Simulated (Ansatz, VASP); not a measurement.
**GaAs in VASP and in Ansatz**

Contents of INCAR:

```
SYSTEM = GaAs
  PREC = Accurate
  ENCUT = 520
  EDIFF = 1E-6
  ISMEAR = 0
  SIGMA = 0.01
  LREAL = .FALSE.
  LASPH = .TRUE.
  NELM = 100
  ALGO = Normal
  ISIF = 2
  LWAVE = .FALSE.
  LCHARG = .FALSE.
  GGA = PS
  NBANDS = 26
```

KPOINTS

```
Automatic mesh
0
G
  10 10 6
  0 0 0
```

POSCAR

```
GaAs
1.0
    2.8289764104      2.8289764104      0.0000000000
   -2.8289764104      2.8289764104      0.0000000000
    0.0000000000      0.0000000000      5.7711118773
Ga As
2 2
Direct
    0.0000000000      0.0000000000      0.0000000000
    0.5000000000      0.5000000000      0.5000000000
    0.5000000000      0.0000000000      0.7500000000
    0.0000000000      0.5000000000      0.2500000000
```

Input for Ansatz:

```yaml
crystal:
  lattice:
    - [2.8289764104, 2.8289764104, 0.0]
    - [-2.8289764104, 2.8289764104, 0.0]
    - [0.0, 0.0, 5.7711118773]
  atoms:
    - { symbol: Ga, position: [0.0, 0.0, 0.0] }
    - { symbol: Ga, position: [0.5, 0.5, 0.5] }
    - { symbol: As, position: [0.5, 0.0, 0.75] }
    - { symbol: As, position: [0.0, 0.5, 0.25] }
basis:
  ecutwfc: 420
kpoints:
  mp_grid: { grid: [10, 10, 6] }
  band_path: { path: [VBM, CBM], npoints: 2 }
hamiltonian:
  xc: pbesol
scf:
  occupations: { method: gaussian, width: 0.01 }
output:
  forces: true
  stress: true
  eigenvalues: true
checkpoint:
  read: start.run
  write: ck
  compress: false
  write_wavefunctions: false
  write_every: 100000
```

Alike in both runs: task single point; functional PBEsol; k mesh 10 × 10 × 6; occupations gaussian, width 0.01 eV; no spin polarisation.

|  | VASP | Ansatz |
| --- | --- | --- |
| version | VASP 6.6.1 | Ansatz 0.2.0 |
| potentials or method | VASP PAW PBE potentials, release 64 (Ga_d, As), cutoff 520 eV | scalar-relativistic, plane waves, PAW |
| valence electrons in the cell | 36 | 56 |

Ansatz gave:

* gap on the k mesh at the Fermi level (eV): 0.24
* least direct gap on the mesh (eV): 0.24
* pressure (GPa): -1.3
* traceless stress, the component that is largest in VASP (GPa): -0.83

Question: What did VASP give for the same quantities?

Answer: gap on the k mesh at the Fermi level (eV): 0.25; least direct gap on the mesh (eV): 0.25; pressure (GPa): -1.1; traceless stress, the component that is largest in VASP (GPa): -0.84.

VASP's potentials were made for PBE, not for PBEsol. VASP's potentials hold 36 valence electrons a cell and Ansatz's 56, so a difference there can come from the potentials and not from the codes.
